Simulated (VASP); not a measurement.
# BAs (F-43m) in VASP: a series of runs

Runs on BAs. Level: PBE. Tasks: G0W0 quasiparticle levels.

All numbers are computed with VASP 6.6.1; they aren't measurements. Logs are shortened: lines on timing, memory, paths and dates and some standing lists are left out, and cuts for length are marked.

## (1) The cell of the first run

The structure is cubic, space group F-43m (No. 216). Conventional cell: a = 4.777 Å, b = 4.777 Å, c = 4.777 Å, α = 90.00°, β = 90.00°, γ = 90.00°. Within 2.7 Å of B (site symmetry -43m) lie 4 As at 2.07 Å. Within 2.7 Å of As (site symmetry -43m) lie 4 B at 2.07 Å.

## (2) G0W0 quasiparticle levels, PBE

POSCAR reads:

```
BAs
1.0
    0.0000000000      2.3885000000      2.3885000000
    2.3885000000      0.0000000000      2.3885000000
    2.3885000000      2.3885000000      0.0000000000
B As
1 1
Direct
    0.0000000000      0.0000000000      0.0000000000
    0.2500000000      0.2500000000      0.2500000000
```

INCAR.step1 reads:

```
PREC = Accurate
ENCUT = 500
EDIFF = 1E-8
ISMEAR = 0
SIGMA = 0.01
LREAL = F
LASPH = T
NELM = 100
ALGO = Normal
LWAVE = T
LCHARG = F
GGA = PE
```

INCAR.step2 reads:

```
PREC = Accurate
ENCUT = 500
EDIFF = 1E-8
ISMEAR = 0
SIGMA = 0.01
LREAL = F
LASPH = T
NELM = 1
ALGO = Exact
LWAVE = T
LCHARG = F
GGA = PE
NBANDS = 195
LOPTICS = T
ISTART = 1
```

INCAR.step3 reads:

```
PREC = Accurate
ENCUT = 500
EDIFF = 1E-8
ISMEAR = 0
SIGMA = 0.01
LREAL = F
LASPH = T
ALGO = EVGW0
LWAVE = F
LCHARG = F
GGA = PE
NELMGW = 1
NBANDS = 195
ENCUTGW = 143.3
NOMEGA = 48
PRECFOCK = Fast
ISTART = 1
NBANDSGW = 12
```

KPOINTS reads:

```
regular mesh
0
Gamma
  2 2 2
```

Potentials or basis: VASP PAW PBE potentials, release 64 (B_GW, As_GW).

Started as:

```console
$ cat potpaw_PBE.64/B_GW/POTCAR potpaw_PBE.64/As_GW/POTCAR > POTCAR
$ cp INCAR.step1 INCAR
$ mpirun -np 1 vasp_std > vasp.out
$ cp INCAR.step2 INCAR
$ mpirun -np 1 vasp_std > vasp.out
$ cp INCAR.step3 INCAR
$ mpirun -np 1 vasp_std > vasp.out
```

OUTCAR:

```text
PREC = Accurate
   ENCUT = 500
   EDIFF = 1E-8
   ISMEAR = 0
   LREAL = F
   LASPH = T
   GGA = PE
   NELMGW = 1
   ENCUTGW = 143.3
   PRECFOCK = Fast
   ISTART = 1

 ion  position               nearest neighbor table
   1  0.000  0.000  0.000-   2 2.07   2 2.07   2 2.07   2 2.07
   2  0.250  0.250  0.250-   1 2.07   1 2.07   1 2.07   1 2.07

  LATTYP: Found a face centered cubic cell.
 ALAT       =     4.7770000000

  Lattice vectors:

 A1 = (   0.0000000000,   2.3885000000,   2.3885000000)
 A2 = (   2.3885000000,   0.0000000000,   2.3885000000)
 A3 = (   2.3885000000,   2.3885000000,   0.0000000000)

Analysis of symmetry for initial positions (statically):
=====================================================================
 Subroutine PRICEL returns:
 Original cell was already a primitive cell.

 Routine SETGRP: Setting up the symmetry group for a
 face centered cubic supercell.

 Subroutine GETGRP returns: Found 24 space group operations
 (whereof 24 operations were pure point group operations)
 out of a pool of 48 trial point group operations.

The static configuration has the point symmetry T_d .

Analysis of symmetry for dynamics (positions and initial velocities):
=====================================================================
 Subroutine PRICEL returns:
 Original cell was already a primitive cell.

 Routine SETGRP: Setting up the symmetry group for a
 face centered cubic supercell.

 Subroutine GETGRP returns: Found 24 space group operations
 (whereof 24 operations were pure point group operations)
 out of a pool of 48 trial point group operations.

The dynamic configuration has the point symmetry T_d .

 Subroutine INISYM returns: Found 24 space group operations
 (whereof 24 operations are pure point group operations),
 and found     1 'primitive' translations

----------------------------------------------------------------------------------------

                                     Primitive cell

  volume of cell :      27.2525

  direct lattice vectors                    reciprocal lattice vectors
     0.000000000  2.388500000  2.388500000    -0.209336404  0.209336404  0.209336404
     2.388500000  0.000000000  2.388500000     0.209336404 -0.209336404  0.209336404
     2.388500000  2.388500000  0.000000000     0.209336404  0.209336404 -0.209336404

  length of vectors
     3.377849094  3.377849094  3.377849094     0.362581287  0.362581287  0.362581287

  position of ions in fractional coordinates (direct lattice)
     0.000000000  0.000000000  0.000000000
     0.250000000  0.250000000  0.250000000

  ion indices of the primitive-cell ions
   primitive index   ion index
                 1           1
                 2           2

----------------------------------------------------------------------------------------

 KPOINTS: regular mesh

Automatic generation of k-mesh.
 Grid dimensions read from file:
 generate k-points for:    2    2    2

 Generating k-lattice:

  Cartesian coordinates                     Fractional coordinates (reciprocal lattice)
    -0.104668202  0.104668202  0.104668202     0.500000000  0.000000000  0.000000000
     0.104668202 -0.104668202  0.104668202     0.000000000  0.500000000  0.000000000
     0.104668202  0.104668202 -0.104668202     0.000000000  0.000000000  0.500000000

  Length of vectors
     0.181290643  0.181290643  0.181290643

  Shift w.r.t. Gamma in fractional coordinates (k-lattice)
     0.000000000  0.000000000  0.000000000

 Subroutine IBZKPT returns following result:
 ===========================================

 Found      3 irreducible k-points:

 Following reciprocal coordinates:
            Coordinates               Weight
  0.000000  0.000000  0.000000      1.000000
  0.500000  0.000000  0.000000      4.000000
  0.500000  0.500000  0.000000      3.000000
   k-points           NKPTS =      3   k-points in BZ     NKDIM =      8   number of bands    NBANDS=    195
   number of dos      NEDOS =    301   number of ions     NIONS =      2
   total plane-waves  NPLWV =  21952
   dimension x,y,z NGX =    28 NGY =   28 NGZ =   28
   dimension x,y,z NGXF=    56 NGYF=   56 NGZF=   56
   ions per type =               1   1
   NGX,Y,Z   is equivalent  to a cutoff of  13.78, 13.78, 13.78 a.u.
   NGXF,Y,Z  is equivalent  to a cutoff of  27.56, 27.56, 27.56 a.u.
 SYSTEM =  unknown system
   PREC   = accura    normal or accurate (medium, high low for compatibility)
   ISTART =      1    job   : 0-new  1-cont  2-samecut
   ICHARG =      0    charge: 1-file 2-atom 10-const
   ISPIN  =      1    spin polarized calculation?
   LNONCOLLINEAR =      F non collinear calculations
   LSORBIT =      F    spin-orbit coupling
   LASPH  =      T    aspherical Exc in radial PAW
   ENCUT  =  500.0 eV  36.75 Ry    6.06 a.u.   6.16  6.16  6.16*2*pi/ulx,y,z
   NELM   =     60;   NELMIN=  2; NELMDL=  0     # of ELM steps
   EDIFF  = 0.1E-07   stopping-criterion for ELM
   LREAL  =      F    real-space projection
   EDIFFG = 0.1E-06   stopping-criterion for IOM
   NSW    =      0    number of steps for IOM
   IBRION =     -1    ionic relax: 0-MD 1-quasi-New 2-CG
   NFREE  =      0    steps in history (QN), initial steepest desc. (CG)
   ISIF   =      0    stress and relaxation
   ISYM   =      3    0-nonsym 1-usesym 2-fastsym
   POTIM  = 0.5000    time-step for ionic-motion
   TEBEG  =    0.0;   TEEND  =   0.0 temperature during run
   PSTRESS=    0.0 pullay stress
   NELECT =       8.0000    total number of electrons
   NUPDOWN=      -1.0000    fix difference up-down
   EMIN   =  10.00;   EMAX   =-10.00  energy-range for DOS
   EFERMI =   0.00;   METHOD = LEGACY
   ISMEAR =     0;   SIGMA  =   0.01  broadening in eV -4-tet -1-fermi 0-gaus
   EFERMI_NEDOS =   21; number of points for ismear=-14 and -15
   IALGO  =     38    algorithm
   IMIX   =      4    mixing-type and parameters
     AMIX     =   0.40;   BMIX     =  1.00
     AMIX_MAG =   1.60;   BMIX_MAG =  1.00
  volume/ion in A,a.u.               =      13.63        91.95
  Fermi-wavevector in a.u.,A,eV,Ry     =   1.088018  2.056057 16.106360  1.183784
  Thomas-Fermi vector in A             =   2.224191
   LORBIT       =      0    0 simple, 1 ext, 2 COOP (PROOUT), +10 PAW based schemes
   GGA     = PE    functional components
   LHFCALC =     T    Hartree Fock is set to
   PRECFOCK=fast      Normal, Fast or Accurate (Low or Medium for compatibility)
   ENCUT4O =  -1.0   cutoff for four orbital integrals eV
   NKREDX  =     1    reduce k-point grid by
   NKREDY  =     1    reduce k-point grid by
   NKREDZ  =     1    reduce k-point grid by
   AEXX    =    1.0000 exact exchange contribution
   HFSCREEN=    0.0000 screening length (either q_TF or 0.3 A-1)
   HFSCREENC=   0.0000 screening length for correlation (either q_TF or 0.3 A-1)
   ENCUTFOCK=  -1.0 apply spherical cutoff to Coloumb kernel
   IVDW    =     0    specifies the selected vdW correction
   LEPSILON=     F    determine dielectric tensor
   LRPA    =     F    only Hartree local field effects (RPA)
   LRPAFORCE           =     F    calculate RPA forces
   ENCUTGW             = 143.3    cutoff for response function in eV
   ENCUTGWSOFT         = 114.6    soft cutoff for Coulomb kernel in GW response function in eV
   ENCUTLF             =  -1.0    cutoff for local field effects
   NELMGW              =     1    number of iterations in solving QP/BSE equation
   NELMHF              =     1    number of iterations in the inner HF iteration
   NKREDLFX            =     1    NKREDLFY  =   1   NKREDLFZ  =   1
 non-spin polarized calculation
 Gauss-broadening in eV      SIGMA  =   0.01
  energy-cutoff  :      500.00
  volume of cell :       27.25
 maximum number of plane-waves:       701
 NGX is ok and might be reduce to    28
  NGX = 14; NGY = 14; NGZ = 14
   NGX = 13   NGY = 13   NGZ = 13
 maximum number of plane-waves:       113
 NGX is ok and might be reduce to    14

 QP shifts <psi_nk| G(iteration)W_0 |psi_nk>: iteration 1
 for sc-GW calculations column KS-energies equals QP-energies in previous step
 and V_xc(KS)=  KS-energies - (<T + V_ion + V_H > + <T+V_H+V_ion>^1  + <V_x>^1)

 k-point   1 :       0.0000    0.0000    0.0000
  band No.  KS-energies  QP-energies   sigma(KS)   V_xc(KS)     V^pw_x(r,r')   Z            occupation Imag(sigma)

      1      -9.0114      -9.9255     -12.8916     -11.6137     -19.3632       0.7153       2.0000       1.0703
      2       6.4980       5.8344     -13.5077     -12.6621     -15.8180       0.7847       2.0000       0.1431
      3       6.4980       5.8344     -13.5077     -12.6621     -15.8180       0.7847       2.0000       0.1431
      4       6.4980       5.8344     -13.5077     -12.6621     -15.8180       0.7847       2.0000       0.1431
      5       9.6376       9.8168     -11.1012     -11.3295      -5.7515       0.7849       0.0000      -0.1059
      6       9.6376       9.8168     -11.1012     -11.3295      -5.7515       0.7849       0.0000      -0.1059
      7       9.6376       9.8168     -11.1012     -11.3295      -5.7515       0.7849       0.0000      -0.1059
      8      11.1849      11.5672     -12.0372     -12.5656      -5.5739       0.7234       0.0000      -0.1996
      9      16.0000      15.6335      -9.0030      -8.5570      -2.7113       0.8218       0.0000      -0.3614
     10      19.2405      19.1435     -10.4991     -10.3739      -4.2080       0.7745       0.0000      -0.2176
     11      19.2405      19.1435     -10.4991     -10.3739      -4.2080       0.7745       0.0000      -0.2176
     12      20.6419      20.2567      -9.2577      -8.7688      -2.2548       0.7880       0.0000      -0.5839

 k-point   2 :       0.5000    0.0000    0.0000
  band No.  KS-energies  QP-energies   sigma(KS)   V_xc(KS)     V^pw_x(r,r')   Z            occupation Imag(sigma)

      1      -6.1232      -6.9195     -13.2417     -12.1368     -18.7354       0.7207       2.0000       0.7433
      2      -2.3909      -3.4132     -12.4057     -11.1754     -16.2708       0.8309       2.0000       0.5579
      3       4.6359       3.9972     -13.1945     -12.3670     -15.7865       0.7718       2.0000       0.1570
      4       4.6359       3.9972     -13.1945     -12.3670     -15.7865       0.7718       2.0000       0.1570
      5       9.1361       9.2586     -11.3846     -11.5412      -5.7934       0.7820       0.0000      -0.1139
      6      11.1289      11.1754     -10.7143     -10.7731      -5.0956       0.7911       0.0000      -0.1669
      7      11.1289      11.1754     -10.7143     -10.7731      -5.0956       0.7911       0.0000      -0.1669
      8      15.2741      15.0494      -9.5563      -9.2692      -3.0110       0.7825       0.0000      -0.3596
      9      19.2321      19.3689     -10.1116     -10.2859      -3.4361       0.7845       0.0000      -0.4317
     10      20.9336      21.0462     -10.4348     -10.5852      -3.5799       0.7489       0.0000      -0.4408
     11      20.9336      21.0462     -10.4348     -10.5852      -3.5799       0.7489       0.0000      -0.4408
     12      22.7491      22.9403     -11.1213     -11.3682      -3.7243       0.7743       0.0000      -0.7682

 k-point   3 :       0.5000    0.5000    0.0000
  band No.  KS-energies  QP-energies   sigma(KS)   V_xc(KS)     V^pw_x(r,r')   Z            occupation Imag(sigma)

      1      -4.8078      -5.5165     -13.1616     -12.2619     -18.2222       0.7877       2.0000       0.7100
      2      -2.0929      -3.1308     -13.1514     -11.8114     -17.1612       0.7745       2.0000       0.5170
      3       2.3342       1.6644     -12.6903     -11.8285     -15.6872       0.7773       2.0000       0.2070
      4       2.3342       1.6644     -12.6903     -11.8285     -15.6872       0.7773       2.0000       0.2070
      5       7.7806       7.5208     -10.2235      -9.8948      -4.9697       0.7903       0.0000      -0.1005
      6       7.8144       7.6668      -9.9715      -9.7859      -4.7002       0.7953       0.0000      -0.0942
      7      17.8486      18.3655     -11.6339     -12.3105      -4.6226       0.7640       0.0000      -0.4504
      8      17.8486      18.3655     -11.6339     -12.3105      -4.6226       0.7640       0.0000      -0.4504
      9      19.4361      19.8062     -11.1701     -11.6419      -4.0465       0.7845       0.0000      -0.4695
     10      23.7021      23.7916     -11.1759     -11.2959      -3.5950       0.7455       0.0000      -0.8033
     11      24.2029      24.1741     -10.6295     -10.5925      -4.0140       0.7771       0.0000      -0.5069
     12      24.2029      24.1741     -10.6295     -10.5925      -4.0140       0.7771       0.0000      -0.5069
```

Run time: 24 s. Hardware: 1 thread of Intel Xeon 8259CL, shared host; peak memory 0.19 GiB.

What came out:

| Property | Result |
| --- | --- |
| Quasiparticle gap | 1.69 eV |
| Least direct quasiparticle gap | 3.98 eV |
| Band gap of the starting levels on the mesh | 1.28 eV |
| Least direct gap of the starting levels on the mesh | 3.14 eV |

Caveat: the k points lie up to 1.14 Å⁻¹ apart; bands, screening cutoff and mesh are small and nothing is extrapolated, so the quasiparticle values aren't converged.

(Part 1 of 2 ends here.)
